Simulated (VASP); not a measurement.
# NbP (I4_1md) in VASP: notebook

Runs on NbP. Level: PBE. Tasks: single point.

All numbers are computed with VASP 6.6.1; they aren't measurements. Logs are shortened: lines on timing, memory, paths and dates and some standing lists are left out, and cuts for length are marked.

### 1 The cell of the first run

Symmetry: I4_1md, No. 109, tetragonal system. The conventional cell has a = 3.414 Å, b = 3.414 Å, c = 11.291 Å, α = 90.00°, β = 90.00°, γ = 90.00°. Nb (site symmetry 2mm) has 6 P at 2.55 to 2.58 Å and 8 Nb at 3.30 to 3.41 Å within 3.5 Å. P (site symmetry 2mm) has 6 Nb at 2.55 to 2.58 Å and 8 P at 3.30 to 3.41 Å within 3.5 Å.

### 2 Single point, PBE (biaxial strain in the a-b plane: +2.0 %)

The input, INCAR:

```
SYSTEM = NbP
  PREC = Accurate
  ENCUT = 520
  EDIFF = 1E-6
  ISMEAR = 0
  SIGMA = 0.1
  LREAL = .False.
  LASPH = .True.
  NELM = 80
  ALGO = Normal
  ISIF = 2
  LWAVE = .False.
  LCHARG = .False.
  GGA = PE
  NBANDS = 46
```

The input, KPOINTS:

```
Automatic mesh
0
Gamma
  10 10 4
  0 0 0
```

The input, POSCAR:

```
NbP
1.0
    3.4139877823      0.0000000000      0.0000000000
    0.0000000000      3.4139877823      0.0000000000
    0.0000000000      0.0000000000     11.2908288905
Nb P
4 4
Direct
    0.5000000000      0.5000000000      0.0004177187
    0.0000000000      0.5000000000      0.7504177187
    0.0000000000      0.0000000000      0.5004177187
    0.5000000000      0.0000000000      0.2504177187
    0.0000000000      0.0000000000      0.0822108563
    0.5000000000      0.0000000000      0.8322108563
    0.5000000000      0.5000000000      0.5822108563
    0.0000000000      0.5000000000      0.3322108563
```

Potentials or basis: VASP PAW PBE potentials, release 64 (Nb_sv, P).

Run with:

```
$ cat potpaw_PBE.64/Nb_sv/POTCAR potpaw_PBE.64/P/POTCAR > POTCAR
$ mpirun -np 1 vasp_std > vasp.out
```

OUTCAR:

```text
SYSTEM = NbP
   PREC = Accurate
   ENCUT = 520
   EDIFF = 1E-6
   ISMEAR = 0
   LREAL = .False.
   LASPH = .True.
   NELM = 80
   ISIF = 2
   GGA = PE

 ion  position               nearest neighbor table
   1  0.500  0.500  0.000-   6 2.55   6 2.55   5 2.58   5 2.58   5 2.58   5 2.58
   2  0.000  0.500  0.750-   7 2.55   7 2.55   6 2.58   6 2.58   6 2.58   6 2.58
   3  0.000  0.000  0.500-   8 2.55   8 2.55   7 2.58   7 2.58   7 2.58   7 2.58
   4  0.500  0.000  0.250-   5 2.55   5 2.55   8 2.58   8 2.58   8 2.58   8 2.58
   5  0.000  0.000  0.082-   4 2.55   4 2.55   1 2.58   1 2.58   1 2.58   1 2.58
   6  0.500  0.000  0.832-   1 2.55   1 2.55   2 2.58   2 2.58   2 2.58   2 2.58
   7  0.500  0.500  0.582-   2 2.55   2 2.55   3 2.58   3 2.58   3 2.58   3 2.58
   8  0.000  0.500  0.332-   3 2.55   3 2.55   4 2.58   4 2.58   4 2.58   4 2.58

  LATTYP: Found a simple tetragonal cell.
 ALAT       =     3.4139877823
 C/A-ratio  =     3.3072259218

  Lattice vectors:

 A1 = (   3.4139877823,   0.0000000000,   0.0000000000)
 A2 = (   0.0000000000,   3.4139877823,   0.0000000000)
 A3 = (   0.0000000000,   0.0000000000,  11.2908288905)

Analysis of symmetry for initial positions (statically):
=====================================================================
 Subroutine PRICEL returns following result:

  LATTYP: Found a body centered tetragonal cell.
 ALAT       =     3.4139877823
 C/A-ratio  =     3.3072259218

  Lattice vectors:

 A1 = (  -1.7069938911,   1.7069938911,   5.6454144452)
 A2 = (   1.7069938911,  -1.7069938911,   5.6454144453)
 A3 = (   1.7069938911,   1.7069938912,  -5.6454144452)

   2 primitive cells build up your supercell.

 Routine SETGRP: Setting up the symmetry group for a
 simple tetragonal supercell.

 Subroutine GETGRP returns: Found  8 space group operations
 (whereof  4 operations were pure point group operations)
 out of a pool of 16 trial point group operations.

The static configuration has the point symmetry C_2v.
 The point group associated with its full space group is C_4v.

Analysis of symmetry for dynamics (positions and initial velocities):
=====================================================================
 Subroutine PRICEL returns following result:

  LATTYP: Found a body centered tetragonal cell.
 ALAT       =     3.4139877823
 C/A-ratio  =     3.3072259218

  Lattice vectors:

 A1 = (  -1.7069938911,   1.7069938911,   5.6454144452)
 A2 = (   1.7069938911,  -1.7069938911,   5.6454144453)
 A3 = (   1.7069938911,   1.7069938912,  -5.6454144452)

   2 primitive cells build up your supercell.

 Routine SETGRP: Setting up the symmetry group for a
 simple tetragonal supercell.

 Subroutine GETGRP returns: Found  8 space group operations
 (whereof  4 operations were pure point group operations)
 out of a pool of 16 trial point group operations.

The dynamic configuration has the point symmetry C_2v.
 The point group associated with its full space group is C_4v.

 Subroutine INISYM returns: Found  8 space group operations
 (whereof  4 operations are pure point group operations),
 and found     2 'primitive' translations

----------------------------------------------------------------------------------------

                                     Primitive cell

  volume of cell :      65.7991

  direct lattice vectors                    reciprocal lattice vectors
    -1.706993891  1.706993891  5.645414445    -0.000000000  0.292912589  0.088567457
     1.706993891 -1.706993891  5.645414445     0.292912589  0.000000000  0.088567457
     1.706993891  1.706993891 -5.645414445     0.292912589  0.292912589 -0.000000000

  length of vectors
     6.139899067  6.139899067  6.139899067     0.306009770  0.306009770  0.414240956

  position of ions in fractional coordinates (direct lattice)
     0.500417719  0.500417719  0.000000000
     0.250417719  0.750417719  0.500000000
     0.082210856  0.082210856  1.000000000
     0.832210856  0.332210856  0.500000000

  ion indices of the primitive-cell ions
   primitive index   ion index
                 1           1
                 2           2
                 3           7
                 4           6

----------------------------------------------------------------------------------------

 KPOINTS: Automatic mesh

Automatic generation of k-mesh.
 Grid dimensions read from file:
 generate k-points for:   10   10    4

 Generating k-lattice:

  Cartesian coordinates                     Fractional coordinates (reciprocal lattice)
     0.029291259  0.000000000  0.000000000     0.100000000  0.000000000  0.000000000
     0.000000000  0.029291259  0.000000000     0.000000000  0.100000000  0.000000000
     0.000000000  0.000000000  0.022141864     0.000000000  0.000000000  0.250000000

  Length of vectors
     0.029291259  0.029291259  0.022141864

  Shift w.r.t. Gamma in fractional coordinates (k-lattice)
     0.000000000  0.000000000  0.000000000

 Subroutine IBZKPT returns following result:
 ===========================================

 Found     63 irreducible k-points:

 Following reciprocal coordinates:
            Coordinates               Weight
  0.000000  0.000000  0.000000      1.000000
  0.100000  0.000000  0.000000      4.000000
  0.200000  0.000000  0.000000      4.000000
  0.300000  0.000000  0.000000      4.000000
  0.400000  0.000000  0.000000      4.000000
  0.500000  0.000000  0.000000      2.000000
[... 16 lines left out ...]
  0.100000  0.000000  0.250000      8.000000
  0.200000  0.000000  0.250000      8.000000
 [... further k-points ...]
   k-points           NKPTS =     63   k-points in BZ     NKDIM =     63   number of bands    NBANDS=     46
   number of dos      NEDOS =    301   number of ions     NIONS =      8
   total plane-waves  NPLWV =  65856
   dimension x,y,z NGX =    28 NGY =   28 NGZ =   84
   dimension x,y,z NGXF=    56 NGYF=   56 NGZF=  168
   ions per type =               4   4
   NGX,Y,Z   is equivalent  to a cutoff of  13.63, 13.63, 12.37 a.u.
   NGXF,Y,Z  is equivalent  to a cutoff of  27.27, 27.27, 24.74 a.u.
 SYSTEM =  NbP
   PREC   = accura    normal or accurate (medium, high low for compatibility)
   ISTART =      0    job   : 0-new  1-cont  2-samecut
   ICHARG =      2    charge: 1-file 2-atom 10-const
   ISPIN  =      1    spin polarized calculation?
   LNONCOLLINEAR =      F non collinear calculations
   LSORBIT =      F    spin-orbit coupling
   LASPH  =      T    aspherical Exc in radial PAW
   ENCUT  =  520.0 eV  38.22 Ry    6.18 a.u.   6.35  6.35 20.99*2*pi/ulx,y,z
   NELM   =     80;   NELMIN=  2; NELMDL= -5     # of ELM steps
   EDIFF  = 0.1E-05   stopping-criterion for ELM
   LREAL  =      F    real-space projection
   EDIFFG = 0.1E-04   stopping-criterion for IOM
   NSW    =      0    number of steps for IOM
   IBRION =     -1    ionic relax: 0-MD 1-quasi-New 2-CG
   NFREE  =      0    steps in history (QN), initial steepest desc. (CG)
   ISIF   =      2    stress and relaxation
   ISYM   =      2    0-nonsym 1-usesym 2-fastsym
   POTIM  = 0.5000    time-step for ionic-motion
   TEBEG  =    0.0;   TEEND  =   0.0 temperature during run
   PSTRESS=    0.0 pullay stress
   NELECT =      72.0000    total number of electrons
   NUPDOWN=      -1.0000    fix difference up-down
   EMIN   =  10.00;   EMAX   =-10.00  energy-range for DOS
   EFERMI =   0.00;   METHOD = LEGACY
   ISMEAR =     0;   SIGMA  =   0.10  broadening in eV -4-tet -1-fermi 0-gaus
   EFERMI_NEDOS =   21; number of points for ismear=-14 and -15
   IALGO  =     38    algorithm
   IMIX   =      4    mixing-type and parameters
     AMIX     =   0.40;   BMIX     =  1.00
     AMIX_MAG =   1.60;   BMIX_MAG =  1.00
  volume/ion in A,a.u.               =      16.45       111.01
  Fermi-wavevector in a.u.,A,eV,Ry     =   1.338965  2.530276 24.392880  1.792826
  Thomas-Fermi vector in A             =   2.467394
   LORBIT       =      0    0 simple, 1 ext, 2 COOP (PROOUT), +10 PAW based schemes
   GGA     = PE    functional components
   LHFCALC =     F    Hartree Fock is set to
   AEXX    =    0.0000 exact exchange contribution
   IVDW    =     0    specifies the selected vdW correction
   LEPSILON=     F    determine dielectric tensor
   LRPA    =     F    only Hartree local field effects (RPA)
 non-spin polarized calculation
 Gauss-broadening in eV      SIGMA  =   0.10
  energy-cutoff  :      520.00
  volume of cell :      131.60
 maximum number of plane-waves:      3568
 NGX is ok and might be reduce to    28
   NGX = 13   NGY = 13   NGZ = 41

 number of electron      71.9999995 magnetization

 Free energy of the ion-electron system (eV)
  ---------------------------------------------------
  ext. energy  EPLUGINS =         0.00000000
  ---------------------------------------------------
  free energy    TOTEN  =       -70.50406422 eV

  energy without entropy =      -70.49502878  energy(sigma->0) =      -70.49954650

 E-fermi :  10.2980     XC(G=0): -11.8894

 val. band max:       10.2792287782   @ k =   0.2000   0.0000   0.0000
 cond. band min:      10.3073111772   @ k =   0.5000   0.0000   0.5000
 fundamental gap:      0.0280823990
 Fermi energy:        10.2979616338

 k-point     1 :       0.0000    0.0000    0.0000
  band No.  band energies     occupation
      1     -44.7166      2.00000
      2     -44.6969      2.00000
      3     -44.6969      2.00000
      4     -44.6771      2.00000
      5     -20.9445      2.00000
      6     -20.8047      2.00000
[... 38 lines left out ...]
     45      13.1872      0.00000
     46      13.7645      0.00000

 k-point     2 :       0.1000    0.0000    0.0000
  band No.  band energies     occupation
      1     -44.7149      2.00000
      2     -44.6961      2.00000
      3     -44.6952      2.00000
      4     -44.6763      2.00000
      5     -20.9390      2.00000
      6     -20.8345      2.00000
[... 1070 lines left out ...]
 k-point    24 :       0.2000    0.0000    0.2500
  band No.  band energies     occupation
      1     -44.7087      2.00000
      2     -44.6993      2.00000
      3     -44.6853      2.00000
      4     -44.6758      2.00000
      5     -20.9227      2.00000
      6     -20.8981      2.00000
[... 38 lines left out ...]
     45      13.4068      0.00000
     46      13.5292      0.00000

 [... further k-points ...]

------------------------ aborting loop because EDIFF is reached ----------------------------------------

  FORCE on cell =-STRESS in cart. coord.  units (eV):
  Direction    XX          YY          ZZ          XY          YZ          ZX
  --------------------------------------------------------------------------------------
  -------------------------------------------------------------------------------------
  Total       -6.4637779     -6.4637779     -1.2805050      0.0000000      0.0000000      0.0000000
  in kB      -78.6950213    -78.6950213    -15.5898563      0.0000000      0.0000000      0.0000000
  external PRESSURE =     -57.6599663 kB  Pullay stress =       0.0000000 kB

 VOLUME and BASIS-vectors are now :
 -----------------------------------------------------------------------------
  energy-cutoff  :      520.00
  volume of cell :      131.60
      direct lattice vectors                 reciprocal lattice vectors
     3.413987782  0.000000000  0.000000000     0.292912589  0.000000000  0.000000000
     0.000000000  3.413987782  0.000000000     0.000000000  0.292912589  0.000000000
     0.000000000  0.000000000 11.290828891     0.000000000  0.000000000  0.088567457

 POSITION                                       TOTAL-FORCE (eV/Angst)
 -----------------------------------------------------------------------------------
      1.70699      1.70699      0.00472         0.000000     -0.000000      0.050700
      0.00000      1.70699      8.47284         0.000000      0.000000      0.050700
      0.00000      0.00000      5.65013         0.000000     -0.000000      0.050700
      1.70699      0.00000      2.82742        -0.000000      0.000000      0.050700
      0.00000      0.00000      0.92823         0.000000      0.000000     -0.050700
      1.70699      0.00000      9.39635        -0.000000      0.000000     -0.050700
      1.70699      1.70699      6.57364         0.000000     -0.000000     -0.050700
      0.00000      1.70699      3.75094         0.000000      0.000000     -0.050700
 -----------------------------------------------------------------------------------
    total drift:                                0.000000     -0.000000     -0.000162

  FREE ENERGIE OF THE ION-ELECTRON SYSTEM (eV)
  ---------------------------------------------------
  free  energy   TOTEN  =       -70.5040642185 eV

  energy  without entropy=      -70.4950287761  energy(sigma->0) =      -70.49954650
```

It took 3.3 min on 1 thread of Intel Xeon Platinum 8559C (Emerald Rapids), shared host; peak memory 0.42 GiB.

Results:

- Free energy: -70.5041 eV
- Pressure: -5.8 GPa
- Largest force: 0.051 eV/Å

Forces in eV/Å, atoms in the order of the input:
```
Nb   0.000  0.000  0.051
Nb   0.000  0.000  0.051
Nb   0.000  0.000  0.051
Nb   0.000  0.000  0.051
P    0.000  0.000 -0.051
P    0.000  0.000 -0.051
P    0.000  0.000 -0.051
P    0.000  0.000 -0.051
```

Stress tensor (GPa, compression positive):
```
-7.87  0.00  0.00
 0.00 -7.87  0.00
 0.00  0.00 -1.56
```

Levels at points of the mesh, in eV from the Fermi level:
```tsv
k point	band 34	band 35	band 36	band 37	band 38	band 39
(0.00, 0.00, 0.00)	-1.42	-0.73	-0.73	0.63	1.02	1.02
(0.50, 0.00, 0.00)	-1.36	-0.13	-0.13	0.10	0.10	1.48
(0.50, 0.50, 0.00)	-0.51	-0.51	-0.51	2.68	2.68	2.68
(0.00, 0.00, 0.50)	-1.04	-1.04	-1.04	0.74	0.74	1.33
(0.50, 0.00, 0.50)	-1.35	0.01	0.01	0.02	0.02	1.26
(0.50, 0.50, 0.50)	-0.50	-0.50	-0.50	2.70	2.70	2.70
```

Caveat: the cell differs from its parent crystal (biaxial strain in the a-b plane: +2.0 %); the cell stands under tension.

[end of part 1 of 2]
